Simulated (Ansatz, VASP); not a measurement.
# One calculation of CdF2, two programs

File POSCAR:

```
CdF2
1.0
    0.0000000000      2.6940000000      2.6940000000
    2.9970750000      0.0000000000      2.6940000000
    2.9970750000      2.6940000000      0.0000000000
Cd F
1 2
Direct
    0.0000000000      0.0000000000      0.0000000000
    0.2500000000      0.2500000000      0.2500000000
    0.7500000000      0.7500000000      0.7500000000
```

INCAR.step1

```
PREC = Accurate ; ENCUT = 520
ISMEAR = 0 ; SIGMA = 0.05
LREAL = False ; LASPH = True
NELM = 60 ; NBANDS = 20
GGA = PE ; ALGO = Normal
EDIFF = 1E-4 ; LWAVE = True
LCHARG = False
```

File INCAR.step2:

```
PREC = Accurate ; ENCUT = 520
EDIFF = 1E-6 ; ISMEAR = 0
SIGMA = 0.05 ; LREAL = False
LASPH = True ; NELM = 60
ALGO = Normal ; ISIF = 2
LWAVE = False ; LCHARG = True
METAGGA = R2SCAN ; LMIXTAU = True
LELF = True ; LVHAR = True
NBANDS = 20 ; ISTART = 1
```

The input KPOINTS:

```
regular mesh
0
Gamma
  8 8 8
```

Input for Ansatz:

```yaml
crystal:
  lattice:
    - [0.0, 2.694, 2.694]
    - [2.997075, 0.0, 2.694]
    - [2.997075, 2.694, 0.0]
  atoms:
    - { symbol: Cd, position: [0.0, 0.0, 0.0] }
    - { symbol: F, position: [0.25, 0.25, 0.25] }
    - { symbol: F, position: [0.75, 0.75, 0.75] }
basis:
  ecutwfc: 500
kpoints:
  mp_grid: { grid: [8, 8, 8] }
hamiltonian:
  xc: r2scan
scf:
  occupations: { method: gaussian, width: 0.05 }
output:
  forces: true
  stress: true
  eigenvalues: true
```

Change from the starting cell: strain +0.1125 x Voigt [1, 0, 0, 0, 0, 0], atoms carried along.

Alike in both runs: task single point; functional r2SCAN; k mesh 8 × 8 × 8; occupations gaussian, width 0.05 eV; no spin polarisation.

```csv
,VASP,Ansatz
version,VASP 6.6.1,Ansatz 0.2.0
potentials or method,"VASP PAW PBE potentials, release 64 (Cd, F), cutoff 520 eV","scalar-relativistic, plane waves, PAW"
valence electrons in the cell,26,34
```

```tsv
	VASP	Ansatz	Ansatz less VASP
gap on the k mesh at the Fermi level (eV)	3.09	3.12	+0.037
least direct gap on the mesh (eV)	3.68	3.72	+0.039
pressure (GPa)	-8.9	-9.4	-0.48
traceless stress, the component that is largest in VASP (GPa)	-7.71	-7.80	-0.096
```

VASP's potentials were made for PBE, not for r2SCAN. With one functional, cell and mesh, what is left measures potentials, basis and numerics. VASP's potentials hold 26 valence electrons a cell and Ansatz's 34, so a difference there can come from the potentials and not from the codes.
